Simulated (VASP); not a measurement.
Set up this calculation in VASP 6.6.1, as the native input.

```
Task                   : single point
Functional             : PBEsol
Potentials or basis    : VASP PAW PBE potentials, release 64 (In_d, As)
Cutoff                 : 520 eV
k mesh                 : 12 × 12 × 12
Occupations            : fermi-dirac, width 0.15 eV
Spin                   : no spin polarisation
Dipole correction      : no
Further INCAR settings : ALGO = Normal; EDIFF = 1e-07; NBANDS = 16
```

The structure of InAs (sol) lies in POSCAR:

```
InAs
1.0
    0.0000000000      3.0440958862      3.0440958862
    3.0440958862      0.0000000000      3.0440958862
    3.0440958862      3.0440958862      0.0000000000
In As
1 1
Direct
    0.2500000000      0.2500000000      0.2500000000
    0.0000000000      0.0000000000      0.0000000000
```

These files were run (other wordings do the same):

INCAR

```
  PREC = Accurate
  ENCUT = 520
  EDIFF = 1E-7
  ISMEAR = -1
  SIGMA = 0.15
  LREAL = F
  LASPH = T
  NELM = 100
  ALGO = Normal
  ISIF = 2
  LWAVE = F
  LCHARG = T
  GGA = PS
  LELF = T
  LVHAR = T
  NBANDS = 16
```

KPOINTS

```
regular mesh
0
Gamma
  12 12 12
```

Potentials or basis: VASP PAW PBE potentials, release 64 (In_d, As).

Launch:

```console
$ cat potpaw_PBE.64/In_d/POTCAR potpaw_PBE.64/As/POTCAR > POTCAR
$ mpirun -np 1 vasp_std > vasp.out
```

Results of the run:

```json
{
 "Pressure": "0.1 GPa",
 "Band gap on the k mesh": "zero (filled and empty bands touch)"
}
```

Caveat: the PAW data sets were made with another functional, which shifts forces and pressure a little; spin-orbit coupling is left out, which moves the levels of the heavy elements.

It took 26 s on 1 thread of Intel(R) Xeon(R) 6975P-C (Granite Rapids) (shared host), peak memory 0.21 GiB.
